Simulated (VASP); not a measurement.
SiNi, 4 atoms in the cell. Symmetry: Pmmn, No. 59, orthorhombic system. The conventional cell has a = 2.981 Å, b = 3.323 Å, c = 4.739 Å, α = 90.00°, β = 90.00°, γ = 90.00°. Within 3.1 Å of Ni (site symmetry mm2) lie 6 Si at 2.37 to 2.40 Å and 6 Ni at 2.69 to 2.98 Å. Si (site symmetry mm2) has 6 Ni at 2.37 to 2.40 Å and 6 Si at 2.68 to 2.98 Å within 3.1 Å.  This cell differs from its parent crystal: volume scaled by 1.04.

* Program: VASP 6.6.1
* Task: single point
* Functional: PBE
* Potentials or basis: VASP PAW PBE potentials, release 64 (Ni, Si)
* Cutoff: 520 eV
* k mesh: 9 × 8 × 6
* Occupations: fermi-dirac, width 0.05 eV
* Spin: collinear spin, ferromagnetic start
* Starting moments: [1.0, 1.0, 0.0, 0.0] μB
* Dipole correction: no
* Further INCAR settings: ALGO = Normal; EDIFF = 1e-06; NBANDS = 26

Potentials or basis: VASP PAW PBE potentials, release 64 (Ni, Si).

The run is started by

```sh
$ cat potpaw_PBE.64/Ni/POTCAR potpaw_PBE.64/Si/POTCAR > POTCAR
$ mpirun -np 1 vasp_std > vasp.out
```

Hardware: 1 thread of Intel(R) Xeon(R) 6975P-C (Granite Rapids), on a shared host.

How long does it take, and how much memory?

Wall time 95 s on 1 thread of Intel(R) Xeon(R) 6975P-C (Granite Rapids), with other jobs on the host, peak memory 0.3 GiB. Counts: scf iterations 16, k points 100.
